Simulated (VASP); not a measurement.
Ir: single point with LDA

The system is Ir.

```
Ir
1.0
     0.00000    1.82643    1.82643
     1.82643    0.00000    1.82643
     1.82643    1.82643    0.00000
Ir
1
Direct
  0.00000 0.00000 0.00000
```

| Property | Result |
| --- | --- |
| Program | VASP 6.6.1 |
| Task | single point |
| Functional | LDA |
| Potentials or basis | VASP PAW LDA potentials, release 64 (Ir) |
| Cutoff | 500 eV |
| k mesh | 19 × 19 × 19 |
| Occupations | fermi-dirac, width 0.08 eV |
| Spin | no spin polarisation |
| Dipole correction | no |
| Further INCAR settings | ALGO = Normal; EDIFF = 1e-06; NBANDS = 10 |

| Item | Value |
| --- | --- |
| Pressure | 75.8 GPa |
| Band gap on the k mesh | zero (an odd number of electrons rules out a gap without spin polarisation) |

Levels at points of the mesh, in eV from the Fermi level:
| k point | band 2 | band 3 | band 4 | band 5 | band 6 | band 7 |
| --- | --- | --- | --- | --- | --- | --- |
| (0.00, 0.00, 0.00) | -4.90 | -4.90 | -4.90 | -1.45 | -1.45 | 13.93 |

Run time: 12 s on 1 thread of Intel(R) Xeon(R) 6975P-C (Granite Rapids), on a shared host, peak memory 0.14 GiB.

Caveat: the cell stands under pressure; spin-orbit coupling is left out, which moves the levels of the heavy elements.
